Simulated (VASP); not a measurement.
A run of VASP 6.6.1 is set up as follows.

File POSCAR:

```
TiAl3
1.0
    3.9666146164      0.0000000000      0.0000000000
    0.0000000000      3.9666146164      0.0000000000
    0.0000000000      0.0000000000      3.9666146164
Ti Al
1 3
Direct
    0.0000000000      0.0000000000      0.0000000000
    0.5000000000      0.5000000000      0.0000000000
    0.5000000000      0.0000000000      0.5000000000
    0.0000000000      0.5000000000      0.5000000000
```

File INCAR.step1:

```
PREC = Accurate ; ENCUT = 520
ISMEAR = 0 ; SIGMA = 0.1
LREAL = F ; LASPH = T
NELM = 80 ; NBANDS = 18
GGA = PE ; ALGO = Normal
EDIFF = 1E-4 ; LWAVE = T
LCHARG = F
```

The input INCAR.step2:

```
PREC = Accurate ; ENCUT = 520
EDIFF = 1E-7 ; ISMEAR = 0
SIGMA = 0.1 ; LREAL = F
LASPH = T ; NELM = 80
ALGO = Normal ; ISIF = 2
LWAVE = F ; LCHARG = F
METAGGA = R2SCAN ; LMIXTAU = T
NBANDS = 18 ; ISTART = 1
```

The input KPOINTS:

```
regular mesh
0
Gamma
  10 10 10
```

Potentials or basis: VASP PAW PBE potentials, release 64 (Ti_sv, Al).

Command:

```console
$ cat potpaw_PBE.64/Ti_sv/POTCAR potpaw_PBE.64/Al/POTCAR > POTCAR
$ cp INCAR.step1 INCAR
$ mpirun -np 1 vasp_std > vasp.out
$ cp INCAR.step2 INCAR
$ mpirun -np 1 vasp_std > vasp.out
```

**Question.** What does it give for the band gap on the k mesh?

**Answer.** Zero (an odd number of electrons rules out a gap without spin polarisation).

**Question.** Estimate the pressure.

**Answer.** -1.1 GPa.

Caveat: the PAW data sets were made with another functional, which shifts forces and pressure a little.
